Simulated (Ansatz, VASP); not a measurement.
# Two plane-wave programs on GaAs

The input POSCAR:

```
GaAs
1.0
    0.0000000000      2.8332036537      2.8615356902
    2.8332036537      0.0000000000      2.8615356902
    2.8332036537      2.8332036537      0.0000000000
Ga As
1 1
Direct
    0.0000000000      0.0000000000      0.0000000000
    0.7500000000      0.7500000000      0.7500000000
```

The input INCAR.step1:

```
ALGO = Normal ; EDIFF = 1E-4
ENCUT = 520 ; GGA = PE
ISMEAR = 0 ; LASPH = T
LCHARG = F ; LREAL = F
LWAVE = T ; NBANDS = 16
NELM = 60 ; PREC = Accurate
SIGMA = 0.05
```

Contents of INCAR.step2:

```
ALGO = Normal ; EDIFF = 1E-6
ENCUT = 520 ; ISIF = 2
ISMEAR = 0 ; ISTART = 1
LASPH = T ; LCHARG = F
LMIXTAU = T ; LREAL = F
LWAVE = F ; METAGGA = R2SCAN
NBANDS = 16 ; NELM = 60
PREC = Accurate ; SIGMA = 0.05
```

File KPOINTS:

```
k-points
0
Gamma
  8 8 8
```

Input for Ansatz:

```yaml
crystal:
  lattice:
    - [0.0, 2.8332036537, 2.8615356902]
    - [2.8332036537, 0.0, 2.8615356902]
    - [2.8332036537, 2.8332036537, 0.0]
  atoms:
    - { symbol: Ga, position: [0.0, 0.0, 0.0] }
    - { symbol: As, position: [0.75, 0.75, 0.75] }
basis:
  ecutwfc: 500
kpoints:
  mp_grid: { grid: [8, 8, 8] }
hamiltonian:
  xc: r2scan
scf:
  occupations: { method: gaussian, width: 0.05 }
output:
  forces: true
  stress: true
  eigenvalues: true
  write_density: true
  write_potential: true
  elf: true
  volumetric_format: npy
```

Change from the starting cell: strain +0.0100 x Voigt [0, 0, 1, 0, 0, 0], atoms carried along.

Alike in both runs: task single point; functional r2SCAN; k mesh 8 × 8 × 8; occupations gaussian, width 0.05 eV; no spin polarisation.

```csv
,VASP,Ansatz
version,VASP 6.6.1,Ansatz 0.2.0
potentials or method,"VASP PAW PBE potentials, release 64 (Ga_d, As), cutoff 520 eV","scalar-relativistic, plane waves, PAW"
valence electrons in the cell,18,28
```

VASP gave:

```
gap on the k mesh at the Fermi level (eV)                     : 0.84
least direct gap on the mesh (eV)                             : 0.84
pressure (GPa)                                                : -0.6
traceless stress, the component that is largest in VASP (GPa) : -0.44
```

**Question.** What did Ansatz give for the same quantities?

**Answer.** gap on the k mesh at the Fermi level (eV): 0.86; least direct gap on the mesh (eV): 0.86; pressure (GPa): -0.7; traceless stress, the component that is largest in VASP (GPa): -0.45.

VASP's potentials were made for PBE, not for r2SCAN. VASP's potentials hold 18 valence electrons a cell and Ansatz's 28, so a difference there can come from the potentials and not from the codes.
